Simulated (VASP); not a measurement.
# Hf (P6/mmm) in VASP: notebook

The runs below take Hf through single point, with r2SCAN.

Everything below comes from runs of VASP 6.6.1. Logs are shortened: lines on timing, memory, paths and dates and some standing lists are left out, and cuts for length are marked.

## Step 1: The cell of the first run

It takes space group P6/mmm (No. 191, hexagonal). Conventional cell: a = 5.038 Å, b = 5.038 Å, c = 3.132 Å, α = 90.00°, β = 90.00°, γ = 120.00°. Within 4.1 Å of Hf (site symmetry 6/mmm) lie 14 Hf at 3.13 to 3.30 Å. Hf (site symmetry -6m2) has 11 Hf at 2.91 to 3.30 Å within 3.8 Å.

## Step 2: Single point, r2SCAN (volume scaled by 1.04)

File POSCAR:

```
Hf
1.0
    5.0379015485      0.0000000000      0.0000000000
   -2.5189507742      4.3629507228      0.0000000000
    0.0000000000      0.0000000000      3.1319204476
Hf
3
Direct
    0.0000000000      0.0000000000      0.0000000000
    0.3333333333      0.6666666667      0.5000000000
    0.6666666667      0.3333333333      0.5000000000
```

File INCAR.step1:

```
SYSTEM = Hf
PREC = Accurate
ENCUT = 520
ISMEAR = -1
SIGMA = 0.1
LREAL = .FALSE.
LASPH = .TRUE.
NELM = 80
NBANDS = 22
GGA = PE
ALGO = Normal
EDIFF = 1E-4
LWAVE = .TRUE.
LCHARG = .FALSE.
```

File INCAR.step2:

```
SYSTEM = Hf
PREC = Accurate
ENCUT = 520
EDIFF = 1E-6
ISMEAR = -1
SIGMA = 0.1
LREAL = .FALSE.
LASPH = .TRUE.
NELM = 80
ALGO = Normal
ISIF = 2
LWAVE = .FALSE.
LCHARG = .FALSE.
METAGGA = R2SCAN
LMIXTAU = .TRUE.
NBANDS = 22
ISTART = 1
```

File KPOINTS:

```
regular mesh
0
G
  8 8 11
  0 0 0
```

Potentials or basis: VASP PAW PBE potentials, release 64 (Hf_pv).

The run is started by

```bash
$ cat potpaw_PBE.64/Hf_pv/POTCAR > POTCAR
$ cp INCAR.step1 INCAR
$ mpirun -np 1 vasp_std > vasp.out
$ cp INCAR.step2 INCAR
$ mpirun -np 1 vasp_std > vasp.out
```

OUTCAR:

```text
SYSTEM = Hf
   PREC = Accurate
   ENCUT = 520
   EDIFF = 1E-6
   ISMEAR = -1
   LREAL = .FALSE.
   LASPH = .TRUE.
   NELM = 80
   ISIF = 2
   METAGGA = R2SCAN
   ISTART = 1

 ion  position               nearest neighbor table
   1  0.000  0.000  0.000-   2 3.30   3 3.30   2 3.30   3 3.30   3 3.30   3 3.30   2 3.30   2 3.30
                             3 3.30   3 3.30   2 3.30   2 3.30
   2  0.333  0.667  0.500-   3 2.91   3 2.91   3 2.91   1 3.30   1 3.30   1 3.30   1 3.30   1 3.30
                             1 3.30
   3  0.667  0.333  0.500-   2 2.91   2 2.91   2 2.91   1 3.30   1 3.30   1 3.30   1 3.30   1 3.30
                             1 3.30

  LATTYP: Found a hexagonal cell.
 ALAT       =     5.0379015485
 C/A-ratio  =     0.6216716261

  Lattice vectors:

 A1 = (   5.0379015485,   0.0000000000,   0.0000000000)
 A2 = (  -2.5189507742,   4.3629507228,   0.0000000000)
 A3 = (   0.0000000000,   0.0000000000,   3.1319204476)

Analysis of symmetry for initial positions (statically):
=====================================================================
 Subroutine PRICEL returns:
 Original cell was already a primitive cell.

 Routine SETGRP: Setting up the symmetry group for a
 hexagonal supercell.

 Subroutine GETGRP returns: Found 24 space group operations
 (whereof 24 operations were pure point group operations)
 out of a pool of 24 trial point group operations.

The static configuration has the point symmetry D_6h.

Analysis of symmetry for dynamics (positions and initial velocities):
=====================================================================
 Subroutine PRICEL returns:
 Original cell was already a primitive cell.

 Routine SETGRP: Setting up the symmetry group for a
 hexagonal supercell.

 Subroutine GETGRP returns: Found 24 space group operations
 (whereof 24 operations were pure point group operations)
 out of a pool of 24 trial point group operations.

The dynamic configuration has the point symmetry D_6h.

 Subroutine INISYM returns: Found 24 space group operations
 (whereof 24 operations are pure point group operations),
 and found     1 'primitive' translations

----------------------------------------------------------------------------------------

                                     Primitive cell

  volume of cell :      68.8400

  direct lattice vectors                    reciprocal lattice vectors
     5.037901548  0.000000000  0.000000000     0.198495344  0.114601340  0.000000000
    -2.518950774  4.362950723  0.000000000     0.000000000  0.229202680  0.000000000
     0.000000000  0.000000000  3.131920448     0.000000000  0.000000000  0.319292912

  length of vectors
     5.037901548  5.037901549  3.131920448     0.229202680  0.229202680  0.319292912

  position of ions in fractional coordinates (direct lattice)
     0.000000000  0.000000000  0.000000000
     0.333333333  0.666666667  0.500000000
     0.666666667  0.333333333  0.500000000

  ion indices of the primitive-cell ions
   primitive index   ion index
                 1           1
                 2           2
                 3           3

----------------------------------------------------------------------------------------

 KPOINTS: regular mesh

Automatic generation of k-mesh.
 Grid dimensions read from file:
 generate k-points for:    8    8   11

 Generating k-lattice:

  Cartesian coordinates                     Fractional coordinates (reciprocal lattice)
     0.024811918  0.014325168  0.000000000     0.125000000  0.000000000  0.000000000
     0.000000000  0.028650335  0.000000000     0.000000000  0.125000000  0.000000000
     0.000000000  0.000000000  0.029026628     0.000000000  0.000000000  0.090909091

  Length of vectors
     0.028650335  0.028650335  0.029026628

  Shift w.r.t. Gamma in fractional coordinates (k-lattice)
     0.000000000  0.000000000  0.000000000

 Subroutine IBZKPT returns following result:
 ===========================================

 Found     60 irreducible k-points:

 Following reciprocal coordinates:
            Coordinates               Weight
  0.000000  0.000000  0.000000      1.000000
  0.125000  0.000000  0.000000      6.000000
  0.250000  0.000000  0.000000      6.000000
  0.375000  0.000000  0.000000      6.000000
  0.500000  0.000000  0.000000      3.000000
  0.125000  0.125000  0.000000      6.000000
[... 16 lines left out ...]
  0.250000  0.000000  0.181818     12.000000
  0.375000  0.000000  0.181818     12.000000
 [... further k-points ...]
   k-points           NKPTS =     60   k-points in BZ     NKDIM =     60   number of bands    NBANDS=     22
   number of dos      NEDOS =    301   number of ions     NIONS =      3
   total plane-waves  NPLWV =  38400
   dimension x,y,z NGX =    40 NGY =   40 NGZ =   24
   dimension x,y,z NGXF=    80 NGYF=   80 NGZF=   48
   ions per type =               3
   NGX,Y,Z   is equivalent  to a cutoff of  13.20, 13.20, 12.74 a.u.
   NGXF,Y,Z  is equivalent  to a cutoff of  26.40, 26.40, 25.48 a.u.
 SYSTEM =  Hf
   PREC   = accura    normal or accurate (medium, high low for compatibility)
   ISTART =      1    job   : 0-new  1-cont  2-samecut
   ICHARG =      0    charge: 1-file 2-atom 10-const
   ISPIN  =      1    spin polarized calculation?
   LNONCOLLINEAR =      F non collinear calculations
   LSORBIT =      F    spin-orbit coupling
   LASPH  =      T    aspherical Exc in radial PAW
   ENCUT  =  520.0 eV  38.22 Ry    6.18 a.u.   9.37  9.37  5.82*2*pi/ulx,y,z
   NELM   =     80;   NELMIN=  2; NELMDL=  0     # of ELM steps
   EDIFF  = 0.1E-05   stopping-criterion for ELM
   LREAL  =      F    real-space projection
   EDIFFG = 0.1E-04   stopping-criterion for IOM
   NSW    =      0    number of steps for IOM
   IBRION =     -1    ionic relax: 0-MD 1-quasi-New 2-CG
   NFREE  =      0    steps in history (QN), initial steepest desc. (CG)
   ISIF   =      2    stress and relaxation
   ISYM   =      2    0-nonsym 1-usesym 2-fastsym
   POTIM  = 0.5000    time-step for ionic-motion
   TEBEG  =    0.0;   TEEND  =   0.0 temperature during run
   PSTRESS=    0.0 pullay stress
   NELECT =      30.0000    total number of electrons
   NUPDOWN=      -1.0000    fix difference up-down
   EMIN   =  10.00;   EMAX   =-10.00  energy-range for DOS
   EFERMI =   0.00;   METHOD = LEGACY
   ISMEAR =    -1;   SIGMA  =   0.10  broadening in eV -4-tet -1-fermi 0-gaus
   EFERMI_NEDOS =   21; number of points for ismear=-14 and -15
   IALGO  =     38    algorithm
   IMIX   =      4    mixing-type and parameters
     AMIX     =   0.40;   BMIX     =  1.00
     AMIX_MAG =   1.60;   BMIX_MAG =  1.00
  volume/ion in A,a.u.               =      22.95       154.85
  Fermi-wavevector in a.u.,A,eV,Ry     =   1.241181  2.345491 20.960177  1.540530
  Thomas-Fermi vector in A             =   2.375590
   LORBIT       =      0    0 simple, 1 ext, 2 COOP (PROOUT), +10 PAW based schemes
   METAGGA = R2SCAN    functional components
   LHFCALC =     F    Hartree Fock is set to
   AEXX    =    0.0000 exact exchange contribution
   IVDW    =     0    specifies the selected vdW correction
   LEPSILON=     F    determine dielectric tensor
   LRPA    =     F    only Hartree local field effects (RPA)
 non-spin polarized calculation
  energy-cutoff  :      520.00
  volume of cell :       68.84
 maximum number of plane-waves:      1878
 NGX is ok and might be reduce to    40
   NGX = 19   NGY = 19   NGZ = 11

 number of electron      29.9999999 magnetization

 Free energy of the ion-electron system (eV)
  ---------------------------------------------------
  ext. energy  EPLUGINS =         0.00000000
  ---------------------------------------------------
  free energy    TOTEN  =      -135.34244499 eV

  energy without entropy =     -135.26442153  energy(sigma->0) =     -135.30343326

 E-fermi :   4.4669     XC(G=0): -12.0309

 val. band max:        4.4466261975   @ k =   0.2500   0.2500   0.3636
 cond. band min:       4.4887692263   @ k =   0.3750   0.1250   0.0909
 fundamental gap:      0.0421430289
 Fermi energy:         4.4669265324

 k-point     1 :       0.0000    0.0000    0.0000
  band No.  band energies     occupation
      1     -27.4663      2.00000
      2     -27.4663      2.00000
      3     -27.4274      2.00000
      4     -27.4274      2.00000
      5     -27.1073      2.00000
      6     -26.8955      2.00000
[... 14 lines left out ...]
     21       7.5425      0.00000
     22       7.5501      0.00000

 k-point     2 :       0.1250    0.0000    0.0000
  band No.  band energies     occupation
      1     -27.5390      2.00000
      2     -27.5216      2.00000
      3     -27.3529      2.00000
      4     -27.3386      2.00000
      5     -27.1014      2.00000
      6     -26.8969      2.00000
[... 14 lines left out ...]
     21       7.0649      0.00000
     22       8.1742      0.00000

 k-point     3 :       0.2500    0.0000    0.0000
  band No.  band energies     occupation
      1     -27.6133      2.00000
      2     -27.5350      2.00000
      3     -27.2741      2.00000
      4     -27.2465      2.00000
      5     -27.0865      2.00000
      6     -26.8997      2.00000
[... 14 lines left out ...]
     21       7.4624      0.00000
     22       8.8694      0.00000

 k-point     4 :       0.3750    0.0000    0.0000
  band No.  band energies     occupation
      1     -27.6628      2.00000
      2     -27.4886      2.00000
      3     -27.2382      2.00000
      4     -27.2200      2.00000
      5     -27.0703      2.00000
      6     -26.9323      2.00000
[... 14 lines left out ...]
     21       8.2451      0.00000
     22       8.4507      0.00000

 k-point     5 :       0.5000    0.0000    0.0000
  band No.  band energies     occupation
      1     -27.6801      2.00000
      2     -27.4353      2.00000
      3     -27.2867      2.00000
      4     -27.2007      2.00000
      5     -27.0632      2.00000
      6     -26.9393      2.00000
[... 417 lines left out ...]
 k-point    22 :       0.1250    0.0000    0.1818
  band No.  band energies     occupation
      1     -27.5012      2.00000
      2     -27.4881      2.00000
      3     -27.3431      2.00000
      4     -27.3320      2.00000
      5     -27.2305      2.00000
      6     -27.0570      2.00000
[... 14 lines left out ...]
     21       6.9366      0.00000
     22       8.5696      0.00000

 k-point    23 :       0.2500    0.0000    0.1818
  band No.  band energies     occupation
      1     -27.5673      2.00000
      2     -27.5071      2.00000
      3     -27.2786      2.00000
      4     -27.2666      2.00000
      5     -27.2155      2.00000
      6     -27.0448      2.00000
[... 14 lines left out ...]
     21       7.2464      0.00000
     22       9.0188      0.00000

 k-point    24 :       0.3750    0.0000    0.1818
  band No.  band energies     occupation
      1     -27.6118      2.00000
      2     -27.4775      2.00000
      3     -27.2975      2.00000
      4     -27.2362      2.00000
      5     -27.1615      2.00000
      6     -27.0199      2.00000
[... 14 lines left out ...]
     21       7.8863      0.00000
     22       8.4052      0.00000

 [... further k-points ...]
[... 5 lines left out ...]
  --------------------------------------------------------------------------------------
  -------------------------------------------------------------------------------------
  Total       -1.9538079     -1.9538079     -1.9990690     -0.0000000     -0.0000000      0.0000000
  in kB      -45.4728045    -45.4728045    -46.5262094     -0.0000000     -0.0000000      0.0000000
  external PRESSURE =     -45.8239394 kB  Pullay stress =       0.0000000 kB

 VOLUME and BASIS-vectors are now :
 -----------------------------------------------------------------------------
  energy-cutoff  :      520.00
  volume of cell :       68.84
      direct lattice vectors                 reciprocal lattice vectors
     5.037901548  0.000000000  0.000000000     0.198495344  0.114601340  0.000000000
    -2.518950774  4.362950723  0.000000000     0.000000000  0.229202680  0.000000000
     0.000000000  0.000000000  3.131920448     0.000000000  0.000000000  0.319292912

 POSITION                                       TOTAL-FORCE (eV/Angst)
 -----------------------------------------------------------------------------------
      0.00000      0.00000      0.00000         0.000000      0.000000      0.000000
     -0.00000      2.90863      1.56596        -0.000000      0.000000      0.000000
      2.51895      1.45432      1.56596         0.000000     -0.000000      0.000000
 -----------------------------------------------------------------------------------
    total drift:                                0.000000     -0.000000      0.000000

  FREE ENERGIE OF THE ION-ELECTRON SYSTEM (eV)
  ---------------------------------------------------
  free  energy   TOTEN  =      -135.3424449918 eV

  energy  without entropy=     -135.2644215324  energy(sigma->0) =     -135.30343326
```

It took 1.9 min on 1 thread of Intel Xeon 6975P-C (Granite Rapids), shared host; peak memory 0.24 GiB.

What came out:

```yaml
Free_energy: -135.3424 eV
Pressure: -4.6 GPa
Band_gap_on_the_k_mesh: zero (band 15 reaches 4.74 eV, above the bottom of band 16 at 3.94 eV)
```

Stress tensor (GPa, compression positive):
```
-4.55  0.00  0.00
 0.00 -4.55  0.00
 0.00  0.00 -4.65
```

Caveat: the PAW data sets were made with another functional, which shifts forces and pressure a little; spin-orbit coupling is left out, which moves the levels of the heavy elements.

(Part 1 of 2 ends here.)
